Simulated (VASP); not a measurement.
# Be16HS16 (a cell with a defect) in VASP: relaxation of the atoms with PBE

Aim: the relaxation of the atoms of Be16HS16 (a cell with a defect) with PBE.

Program: VASP 6.6.1. These are calculated values, not measurements. Logs are shortened: lines on timing, memory, paths and dates and some standing lists are left out, and cuts for length are marked.

### 1 The cell of the first run

The cell holds a defect, 33 atoms: a = 8.446 Å, b = 8.446 Å, c = 8.446 Å, α = 109.47°, β = 109.47°, γ = 109.47°.

### 2 Relaxation of the atoms, PBE (with an interstitial atom)

Contents of INCAR:

```
SYSTEM = Be16HS16
PREC = Accurate
ENCUT = 520
EDIFF = 1E-6
ISMEAR = 0
SIGMA = 0.01
LREAL = Auto
LASPH = .True.
NELM = 60
ALGO = Normal
ISIF = 2
LWAVE = .False.
LCHARG = .False.
GGA = PE
IBRION = 2
NSW = 65
EDIFFG = -0.025
NELECT = 128.0
```

Contents of KPOINTS:

```
Automatic mesh
0
Gamma
  2 2 2
  0.5 0.5 0.5
```

Contents of POSCAR:

```
Be16HS16
1.0
    4.8761188970      4.8761188970      4.8761188970
   -4.8761188970     -4.8761188970      4.8761188970
    4.8761188970     -4.8761188970     -4.8761188970
Be S H
16 16 1
Direct
    0.7515531365      0.2501610584      0.0000000000
    0.0029287133      0.0000000000      0.0000000000
    0.7484468635      0.4984468635      0.7486079219
   -0.0001610584      0.2513920781      0.7498389416
    0.2500000000      0.0000000000      0.7529287133
    0.2500000000      0.7529287133      0.0000000000
    0.5001610584      0.5015531365      0.0000000000
    0.7515531365      0.0000000000      0.2501610584
    0.7484468635      0.7486079219      0.4984468635
   -0.0013920781      0.4984468635      0.4984468635
    0.2500000000      0.2501610584      0.5015531365
    0.5001610584      0.0000000000      0.5015531365
    0.5013920781      0.7498389416      0.7498389416
   -0.0001610584      0.7498389416      0.2513920781
    0.2500000000      0.5015531365      0.2501610584
    0.4970712867      0.2470712867      0.2470712867
    0.7500000000      0.2500000000      0.7500000000
   -0.0029930345      0.0000000000      0.7470069655
    0.7487420104      0.4987420104      0.4987420104
    0.0000000000      0.2500000000      0.5000000000
    0.2500000000      0.0000000000      0.5012579896
    0.2500000000      0.7470069655      0.7470069655
    0.5000000000      0.5000000000      0.7500000000
    0.7512579896      0.0000000000      0.0000000000
    0.7500000000      0.7500000000      0.2500000000
    0.0000000000      0.5000000000      0.2500000000
    0.2500000000      0.2529930345      0.2529930345
    0.5029930345      0.0000000000      0.2529930345
    0.5000000000      0.7500000000      0.5000000000
   -0.0029930345      0.7470069655      0.0000000000
    0.2500000000      0.5012579896      0.0000000000
    0.5029930345      0.2529930345      0.0000000000
    0.2500000000      0.0000000000      0.0000000000
```

Potentials or basis: VASP PAW PBE potentials, release 64 (Be, S, H).

Started as:

```
$ cat potpaw_PBE.64/Be/POTCAR potpaw_PBE.64/S/POTCAR potpaw_PBE.64/H/POTCAR > POTCAR
$ mpirun -np 1 vasp_std > vasp.out
```

OUTCAR:

```text
SYSTEM = Be16HS16
   PREC = Accurate
   ENCUT = 520
   EDIFF = 1E-6
   ISMEAR = 0
   LREAL = Auto
   LASPH = .True.
   NELM = 60
   ISIF = 2
   GGA = PE
   IBRION = 2
   NSW = 65
   EDIFFG = -0.025
   NELECT = 128.0

 ion  position               nearest neighbor table
   1  0.752  0.250  0.000-  17 2.11  26 2.11  32 2.11  24 2.11
   2  0.003  0.000  0.000-  18 2.12  27 2.12  30 2.12  24 2.13
   3  0.748  0.498  0.749-  17 2.11  23 2.11  30 2.11  19 2.11
   4  1.000  0.251  0.750-  17 2.11  20 2.11  18 2.11  31 2.11
   5  0.250  0.000  0.753-  18 2.12  22 2.12  32 2.12  21 2.13
   6  0.250  0.753  0.000-  22 2.12  28 2.12  30 2.12  31 2.13
[... 24 lines left out ...]
  31  0.250  0.501  0.000-   7 2.11  15 2.11   4 2.11   6 2.13
  32  0.503  0.253  0.000-   1 2.11   7 2.11   5 2.12  16 2.12
  33  0.250  0.000  0.000-

  LATTYP: Found a body centered cubic cell.
 ALAT       =     9.7522377940

  Lattice vectors:

 A1 = (   4.8761188970,   4.8761188970,   4.8761188970)
 A2 = (  -4.8761188970,  -4.8761188970,   4.8761188970)
 A3 = (   4.8761188970,  -4.8761188970,  -4.8761188970)

Analysis of symmetry for initial positions (statically):
=====================================================================
 Subroutine PRICEL returns:
 Original cell was already a primitive cell.

 Routine SETGRP: Setting up the symmetry group for a
 body centered cubic supercell.

 Subroutine GETGRP returns: Found 24 space group operations
 (whereof  6 operations were pure point group operations)
 out of a pool of 48 trial point group operations.

The static configuration has the point symmetry C_3v.
 The point group associated with its full space group is T_d .

Analysis of symmetry for dynamics (positions and initial velocities):
=====================================================================
 Subroutine PRICEL returns:
 Original cell was already a primitive cell.

 Routine SETGRP: Setting up the symmetry group for a
 body centered cubic supercell.

 Subroutine GETGRP returns: Found 24 space group operations
 (whereof  6 operations were pure point group operations)
 out of a pool of 48 trial point group operations.

The dynamic configuration has the point symmetry C_3v.
 The point group associated with its full space group is T_d .

 Subroutine INISYM returns: Found 24 space group operations
 (whereof  6 operations are pure point group operations),
 and found     1 'primitive' translations

----------------------------------------------------------------------------------------

[... 148 lines left out ...]
   IALGO  =     38    algorithm
   IMIX   =      4    mixing-type and parameters
     AMIX     =   0.40;   BMIX     =  1.00
     AMIX_MAG =   1.60;   BMIX_MAG =  1.00
  volume/ion in A,a.u.               =      14.05        94.83
  Fermi-wavevector in a.u.,A,eV,Ry     =   1.065902  2.014262 15.458214  1.136147
  Thomas-Fermi vector in A             =   2.201469
   LORBIT       =      0    0 simple, 1 ext, 2 COOP (PROOUT), +10 PAW based schemes
   GGA     = PE    functional components
   LHFCALC =     F    Hartree Fock is set to
   AEXX    =    0.0000 exact exchange contribution
   IVDW    =     0    specifies the selected vdW correction
   LEPSILON=     F    determine dielectric tensor
   LRPA    =     F    only Hartree local field effects (RPA)
 conjugate gradient relaxation of ions
 non-spin polarized calculation
 Gauss-broadening in eV      SIGMA  =   0.01
  energy-cutoff  :      520.00
  volume of cell :      463.75
 maximum number of plane-waves:     12532
 NGX is ok and might be reduce to    64
   NGX = 31   NGY = 31   NGZ = 31

--------------------------------------- Ionic step        1  -------------------------------------------

 number of electron     127.9999996 magnetization

 Free energy of the ion-electron system (eV)
  ---------------------------------------------------
  ext. energy  EPLUGINS =         0.00000000
  ---------------------------------------------------
  free energy    TOTEN  =      -165.43873434 eV

  energy without entropy =     -165.43873434  energy(sigma->0) =     -165.43873434

------------------------ aborting loop because EDIFF is reached ----------------------------------------

  FORCE on cell =-STRESS in cart. coord.  units (eV):
  Direction    XX          YY          ZZ          XY          YZ          ZX
  --------------------------------------------------------------------------------------
  -------------------------------------------------------------------------------------
  Total       -8.8742786     -8.8742786     -8.8742786      0.0000000     -0.0000000     -0.0000000
  in kB      -30.6591979    -30.6591979    -30.6591979      0.0000000     -0.0000000     -0.0000000
  external PRESSURE =     -30.6591979 kB  Pullay stress =       0.0000000 kB
[... 456 lines left out ...]
--------------------------------------- Ionic step        8  -------------------------------------------

 number of electron     127.9999994 magnetization

 Free energy of the ion-electron system (eV)
  ---------------------------------------------------
  ext. energy  EPLUGINS =         0.00000000
  ---------------------------------------------------
  free energy    TOTEN  =      -165.55866155 eV

  energy without entropy =     -165.55866155  energy(sigma->0) =     -165.55866155

 E-fermi :   3.5739     XC(G=0):  -9.6771

 val. band max:        3.4961020209   @ k =   0.2500   0.2500   0.2500
 cond. band min:       4.4665139344   @ k =   0.2500   0.2500   0.2500
 fundamental gap:      0.9704119135
 Fermi energy:         3.5739047832

 k-point     1 :       0.2500    0.2500    0.2500
  band No.  band energies     occupation
      1      -9.1058      2.00000
      2      -8.8685      2.00000
      3      -8.8685      2.00000
      4      -8.8685      2.00000
      5      -7.8338      2.00000
      6      -7.8338      2.00000
[... 68 lines left out ...]
     75       8.8579      0.00000
     76       8.8579      0.00000

 k-point     2 :      -0.2500    0.2500    0.2500
  band No.  band energies     occupation
      1      -9.3714      2.00000
      2      -8.6522      2.00000
      3      -8.5101      2.00000
      4      -8.5101      2.00000
      5      -8.4562      2.00000
      6      -8.0616      2.00000
[... 68 lines left out ...]
     75       9.8220      0.00000
     76       9.8220      0.00000
 [bands above 76 left out]

------------------------ aborting loop because EDIFF is reached ----------------------------------------

  FORCE on cell =-STRESS in cart. coord.  units (eV):
  Direction    XX          YY          ZZ          XY          YZ          ZX
  --------------------------------------------------------------------------------------
  -------------------------------------------------------------------------------------
  Total       -8.7864973     -8.7864973     -8.7864973     -0.0000000     -0.0000000      0.0000000
  in kB      -30.3559276    -30.3559276    -30.3559276     -0.0000000     -0.0000000      0.0000000
  external PRESSURE =     -30.3559276 kB  Pullay stress =       0.0000000 kB
[... 48 lines left out ...]
  FREE ENERGIE OF THE ION-ELECTRON SYSTEM (eV)
  ---------------------------------------------------
  free  energy   TOTEN  =      -165.5586615479 eV

  energy  without entropy=     -165.5586615479  energy(sigma->0) =     -165.55866155

 reached required accuracy - stopping structural energy minimisation
```

It took 11 min on 1 thread of Intel Xeon Platinum 8124M at 3.00GHz (Skylake/Cascade Lake), shared host; peak memory 0.66 GiB.

What came out:

```yaml
Free_energy: -165.5587 eV
Energy_gained_by_relaxing: 3.6 meV/atom
Ionic_steps: 8
Largest_force_after_relaxing: 0.007 eV/Å
```

Forces on the atoms (eV/Å):
```
Be   0.001  0.001  0.006
Be  -0.002 -0.002 -0.002
Be  -0.001  0.001 -0.006
Be  -0.006 -0.001  0.001
Be  -0.002  0.002  0.002
Be   0.002  0.002 -0.002
Be  -0.001 -0.001  0.006
Be   0.006  0.001  0.001
Be  -0.006  0.001 -0.001
Be  -0.001  0.006 -0.001
Be   0.001 -0.006 -0.001
Be   0.006 -0.001 -0.001
Be   0.001  0.006  0.001
Be   0.001 -0.001 -0.006
Be  -0.001 -0.006  0.001
Be   0.002 -0.002  0.002
S    0.000  0.000  0.000
S   -0.002  0.000  0.000
S   -0.002  0.002 -0.002
S    0.000  0.000  0.000
S    0.002 -0.002 -0.002
S    0.000  0.002  0.000
S    0.000  0.000  0.000
S    0.002  0.002  0.002
S    0.000  0.000  0.000
S    0.000  0.000  0.000
S    0.000 -0.002  0.000
S    0.002  0.000  0.000
S    0.000  0.000  0.000
S    0.000  0.000 -0.002
S   -0.002 -0.002  0.002
S    0.000  0.000  0.002
H    0.000  0.000  0.000
```

The path:
| step | energy change (eV) | largest force (eV/Å) | pressure (GPa) |
| --- | --- | --- | --- |
| 1 | 0.0000 | 0.4901 | -3.07 |
| 2 | -0.1001 | 0.2344 | -3.05 |
| 3 | -0.1121 | 0.0963 | -3.01 |
| 4 | -0.1122 | 0.1048 | -3.02 |
| 5 | -0.1157 | 0.0518 | -3.02 |
| 6 | -0.1177 | 0.0949 | -3.03 |
| 7 | -0.1198 | 0.0273 | -3.03 |
| 8 | -0.1199 | 0.0065 | -3.04 |

Final structure:
```xyz
33
Lattice="4.8761 4.8761 4.8761 -4.8761 -4.8761 4.8761 4.8761 -4.8761 -4.8761" Properties=species:S:1:pos:R:3 pbc="T T T"
Be    2.4512    2.4512    4.8805
Be    4.8594    4.8594    4.8594
Be    4.8630   -2.4249    2.4337
Be    2.4337   -4.8893   -2.4249
Be    4.8594   -2.4213   -2.4213
Be   -2.4213   -2.4213    4.8594
Be   -0.0131   -0.0131    4.8805
Be    4.8805    2.4512    2.4512
Be    2.4337   -2.4249    4.8630
Be    4.8630    0.0043    4.8630
Be    2.4512   -2.4424   -0.0131
Be    4.8805   -0.0131   -0.0131
Be    2.4512   -4.8718    2.4512
Be   -2.4249   -4.8893    2.4337
Be   -0.0131   -2.4424    2.4512
Be    2.4548   -0.0167    2.4548
S     6.0951   -1.2190    1.2190
S     3.6649   -3.6571   -3.6571
S     3.6585   -1.2204    3.6585
S     1.2190   -3.6571   -1.2190
S     3.6557   -1.2177   -1.2177
S     1.2190   -6.1029    1.2190
S     3.6571   -3.6571    1.2190
S     3.6557    3.6557    3.6557
S     1.2190   -1.2190    6.0951
S    -1.2190   -3.6571    1.2190
S     1.2190   -1.2113    1.2190
S     3.6493    1.2190    1.2190
S     1.2190   -3.6571    3.6571
S    -3.6571   -3.6571    3.6649
S    -1.2177   -1.2177    3.6557
S     1.2190    1.2190    3.6493
H     1.2190    1.2190    1.2190
```

Caveat: the cell carries a net charge on a neutralising background, which shifts energy and pressure; the cell differs from its parent crystal (with an interstitial atom); the cell is charged against a uniform background, so pressure and absolute levels hang on convention.
